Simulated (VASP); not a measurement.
Input of a VASP 6.6.1 run:

The input INCAR:

```
SYSTEM = PPd12
ALGO     = Normal         ! electronic algorithm
EDIFF    = 1E-7           ! SCF threshold, eV
ENCUT    = 520            ! plane-wave cutoff, eV
GGA      = PE             ! functional
ISIF     = 2              ! what is computed and relaxed
ISMEAR   = 0              ! smearing method
LASPH    = .TRUE.         ! aspherical terms in the spheres
LCHARG   = .FALSE.        ! write CHGCAR
LREAL    = .FALSE.        ! projectors in reciprocal space
LWAVE    = .FALSE.        ! write WAVECAR
NBANDS   = 74             ! bands
NELM     = 80             ! most SCF steps
PREC     = Accurate       ! precision mode
SIGMA    = 0.15           ! smearing width, eV
```

The input KPOINTS:

```
k-points
0
G
  4 4 1
  0 0 0
```

Contents of POSCAR:

```
PPd12
1.0
    5.5012910000      0.0000000000      0.0000000000
    2.7506450000      4.7642580000      0.0000000000
    0.0000000000      0.0000000000     16.4917850000
Pd P
12 1
Direct
    0.1666667273      0.1666666667      0.0606362501
    0.6666666364      0.1666666667      0.0606362501
    0.1666668181      0.6666666667      0.0606362501
    0.6666667273      0.6666666667      0.0606362501
   -0.1668105867      0.3317402206      0.2032850901
    0.3348314207      0.3317370722      0.2032844231
   -0.1621211427      0.8240105805      0.2005256557
    0.3359267732      0.8278963902      0.1997676419
   -0.0038348999     -0.0154175110      0.3389898061
    0.5188362241     -0.0154309443      0.3389812564
    0.0109270752      0.4777213996      0.3532636400
    0.4998982905      0.4997707933      0.3476228316
    0.2069081713      1.0857925830      0.4358800457
```

Potentials or basis: VASP PAW PBE potentials, release 64 (Pd, P).

The run is started by

```bash
$ cat potpaw_PBE.64/Pd/POTCAR potpaw_PBE.64/P/POTCAR > POTCAR
$ mpirun -np 1 vasp_std > vasp.out
```

Problem. Predict the band gap on the k mesh.

Solution. Zero (an odd number of electrons rules out a gap without spin polarisation).

Problem. What does it give for the largest force?

Solution. 0.440 eV/Å.

Forces on the atoms (eV/Å):
```
Pd   0.000  0.046  0.089
Pd   0.000  0.085  0.085
Pd   0.076 -0.097 -0.071
Pd  -0.077 -0.097 -0.071
Pd   0.003 -0.022 -0.004
Pd  -0.003 -0.022 -0.004
Pd   0.000  0.000  0.017
Pd   0.000 -0.011  0.004
Pd   0.025 -0.084  0.035
Pd  -0.025 -0.084  0.035
Pd   0.000 -0.003 -0.048
Pd   0.000 -0.142 -0.164
P    0.000  0.429  0.099
```

Caveat: there is no dipole correction, which matters where the two faces differ.
